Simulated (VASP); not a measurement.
Wanted: the native input for a VASP 6.6.1 run.

```
Task                   : single point
Functional             : PBEsol
Potentials or basis    : VASP PAW PBE potentials, release 64 (Ba_sv, Ti_sv, O)
Cutoff                 : 520 eV
k mesh                 : 6 × 6 × 6
Occupations            : methfessel-paxton, width 0.1 eV
Spin                   : no spin polarisation
Dipole correction      : no
Further INCAR settings : ALGO = Normal; EDIFF = 1e-06; NBANDS = 28
```

The structure of BaTiO3 (Barioperovskite) lies in POSCAR:

```
BaTiO3
1.0
    3.9855000000      0.0000000000      0.0000000000
    0.0000000000      2.8369000000      2.8451500000
    0.0000000000     -2.8369000000      2.8451500000
Ba Ti O
1 1 3
Direct
    0.0005220000     -0.0001460000      0.0060690000
    0.5039280000      0.5132700000      0.5199710000
    0.5003990000      0.9771650000      0.5031310000
    0.5168270000      0.5021070000      1.0096530000
    0.0052460000      0.4897220000      0.5025510000
```

These files were run (other wordings do the same):

INCAR

```
PREC = Accurate
ENCUT = 520
EDIFF = 1E-6
ISMEAR = 1
SIGMA = 0.1
LREAL = False
LASPH = True
NELM = 100
ALGO = Normal
ISIF = 2
LWAVE = False
LCHARG = True
GGA = PS
LELF = True
LVHAR = True
NBANDS = 28
```

KPOINTS

```
regular mesh
0
Gamma
  6 6 6
```

Potentials or basis: VASP PAW PBE potentials, release 64 (Ba_sv, Ti_sv, O).

Launch:

```console
$ cat potpaw_PBE.64/Ba_sv/POTCAR potpaw_PBE.64/Ti_sv/POTCAR potpaw_PBE.64/O/POTCAR > POTCAR
$ mpirun -np 1 vasp_std > vasp.out
```

Results of the run:

* Pressure: -1.5 GPa
* Largest force: 0.636 eV/Å
* Band gap on the k mesh: 1.80 eV, indirect (least direct gap 2.09 eV)

Caveat: the PAW data sets were made with another functional, which shifts forces and pressure a little; spin-orbit coupling is left out, which moves the levels of the heavy elements.

Wall time 2.6 min on 1 thread of Intel Xeon 6975P-C, with other jobs on the host, peak memory 0.32 GiB.
